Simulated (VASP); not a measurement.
BaTe: single point with PBE

BaTe:

```xyz
2
Lattice="0.0000 4.0950 3.4998 4.0950 0.0000 3.4998 4.0950 4.0950 0.0000" Properties=species:S:1:pos:R:3 pbc="T T T"
Ba    0.0000    0.0000    0.0000
Te    2.0475    2.0475    1.7499
```

This cell differs from its parent crystal: epitaxial xy strain +4.6%.

```yaml
Program: VASP 6.6.1
Task: single point
Functional: PBE
Potentials_or_basis: VASP PAW PBE potentials, release 64 (Ba_sv, Te)
Cutoff: 520 eV
k_mesh: 6 × 6 × 6
Occupations: fermi-dirac, width 0.02 eV
Spin: no spin polarisation
```

* Pressure: 0.3 GPa
* Band gap on the k mesh: 2.46 eV, indirect (least direct gap 2.72 eV)

Stress tensor (GPa, compression positive):
```
0.35 0.00 0.00
0.00 0.35 0.00
0.00 0.00 0.24
```

Levels at points of the mesh, in eV from the valence-band top:
| k point | band 6 | band 7 | band 8 | band 9 | band 10 | band 11 |
| --- | --- | --- | --- | --- | --- | --- |
| (0.00, 0.00, 0.00) | -0.54 | -0.54 | -0.47 | 2.46 | 3.61 | 4.38 |
| (0.50, 0.00, 0.00) | -0.84 | -0.47 | -0.26 | 3.87 | 4.16 | 4.29 |
| (0.50, 0.50, 0.00) | -0.99 | -0.23 | -0.23 | 3.04 | 3.82 | 4.90 |
| (0.50, 0.00, 0.50) | -1.17 | -0.14 | 0.00 | 2.72 | 3.62 | 4.87 |

Wall time 30 s on 1 thread of Intel(R) Xeon(R) 6975P-C (Granite Rapids), on a shared host, peak memory 0.28 GiB.

Caveat: the cell differs from its parent crystal (epitaxial xy strain +4.6%); spin-orbit coupling is left out, which moves the levels of the heavy elements. A k mesh can miss the band edges.
